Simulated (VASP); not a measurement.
Set up this calculation in VASP 6.6.1, as the native input.

```yaml
Task: single point
Functional: LDA
Potentials_or_basis: VASP PAW LDA potentials, release 64 (Si, O)
Cutoff: 520 eV
k_mesh: 6 × 6 × 6
Occupations: gaussian, width 0.05 eV
Spin: no spin polarisation
Dipole_correction: no
Further_INCAR_settings: ALGO = Normal; EDIFF = 1e-07; NBANDS = 40
```

The structure of Si4O7 (a cell with a defect) lies in POSCAR:

```
Si4O7
1.0
    0.0000000000      4.1548619959     -2.6614337333
    0.0000000000     -4.1548619959     -2.6614337333
   -4.1548619959      0.0000000000      2.6614337333
Si O
4 7
Direct
    0.2500000000      0.7500000000      0.5000000000
    0.7500000000      0.2500000000      0.5000000000
    0.0000000000      0.0000000000      1.0000000000
    0.5000000000      0.5000000000      1.0000000000
    1.0000000000      0.3055647994      0.3055647994
    0.5555647994      0.7500000000      0.8055647994
    0.0555647994      0.2500000000      0.8055647994
    0.0000000000      0.6944352006      0.6944352006
    0.4361795787      0.0972176003      0.5333971790
    0.9444352006      0.7500000000      0.1944352006
    0.4444352006      0.2500000000      0.1944352006
```

This cell differs from its parent crystal: atoms taken out, atom 9 moved 0.250 of the way to it and -0.375 Å across, host rigid.

One way to write it, as run:

INCAR

```
PREC = Accurate ; ENCUT = 520
EDIFF = 1E-7 ; ISMEAR = 0
SIGMA = 0.05 ; LREAL = F
LASPH = T ; NELM = 60
ALGO = Normal ; ISIF = 2
LWAVE = F ; LCHARG = F
NBANDS = 40
```

KPOINTS

```
regular mesh
0
Gamma
  6 6 6
```

Potentials or basis: VASP PAW LDA potentials, release 64 (Si, O).

Command:

```bash
$ cat potpaw_LDA.64/Si/POTCAR potpaw_LDA.64/O/POTCAR > POTCAR
$ mpirun -np 1 vasp_std > vasp.out
```

It gave:

| Quantity | Value |
| --- | --- |
| Pressure | 18.6 GPa |
| Largest force | 10.903 eV/Å |
| Band gap on the k mesh | 1.04 eV |

Caveat: the cell differs from its parent crystal (atoms taken out, atom 9 moved 0.250 of the way to it and -0.375 Å across, host rigid).

Run time: 3.1 min on 1 thread of Intel(R) Xeon(R) Platinum 8488C (Sapphire Rapids), with other jobs on the host, peak memory 0.3 GiB.
